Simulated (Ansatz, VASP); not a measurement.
**Au: VASP beside Ansatz**

INCAR

```
SYSTEM = Au
PREC     = Accurate       ! precision mode
ENCUT    = 600            ! plane-wave cutoff, eV
EDIFF    = 1E-6           ! SCF threshold, eV
ISMEAR   = -1             ! smearing method
SIGMA    = 0.05           ! smearing width, eV
LREAL    = .FALSE.        ! projectors in reciprocal space
LASPH    = .TRUE.         ! aspherical terms in the spheres
NELM     = 60             ! most SCF steps
ALGO     = Normal         ! electronic algorithm
ISIF     = 3              ! what is computed and relaxed
LWAVE    = .FALSE.        ! write WAVECAR
LCHARG   = .FALSE.        ! write CHGCAR
GGA      = CA             ! functional
IBRION   = 2              ! ionic algorithm
NSW      = 45             ! ionic steps
EDIFFG   = -0.005         ! ionic threshold
```

KPOINTS

```
regular mesh
0
G
  18 18 18
  0 0 0
```

Contents of POSCAR:

```
Au
1.0
   -1.6071008517      1.6071008517      1.6071008517
    1.6071008517     -1.6071008517      1.6071008517
    1.6071008517      1.6071008517     -1.6071008517
Au
1
Direct
    0.0000000000      0.0000000000      0.0000000000
```

Input for Ansatz:

```yaml
crystal:
  lattice:
    - [-1.6071008517, 1.6071008517, 1.6071008517]
    - [1.6071008517, -1.6071008517, 1.6071008517]
    - [1.6071008517, 1.6071008517, -1.6071008517]
  atoms:
    - { symbol: Au, position: [0.0, 0.0, 0.0] }
kpoints:
  mp_grid: { grid: [18, 18, 18] }
scf:
  occupations: { method: fermi_dirac, width: 0.05 }
hamiltonian:
  xc: lda
  pseudopotentials:
    kind: all_electron
    lapw: { basis_error: 0.0005 }
    relativity: none
output:
  forces: true
  stress: true
  eigenvalues: true
  populations: true
relax:
  f_tol: 0.005
  max_steps: 25
  cell: {}
```

Alike in both runs: task relaxation of cell and atoms; functional LDA; k mesh 18 × 18 × 18; occupations fermi-dirac, width 0.05 eV; no spin polarisation.

|  | VASP | Ansatz |
| --- | --- | --- |
| version | VASP 6.6.1 | Ansatz 0.2.0 |
| potentials or method | VASP PAW LDA potentials, release 64 (Au), cutoff 600 eV | all-electron LAPW, non-relativistic |

```csv
,VASP,Ansatz,Ansatz less VASP
relaxed volume (Å³/atom),16.65,19.52,+2.872
relaxed length of the cell vector where the two differ most in proportion (Å),2.786,2.938,+0.1518
```

LDA's correlation is that of Perdew and Zunger in VASP and of Perdew and Wang (1992) in Ansatz. Ansatz ran all-electron here, and VASP with PAW potentials.

Neither program's run includes spin-orbit coupling.
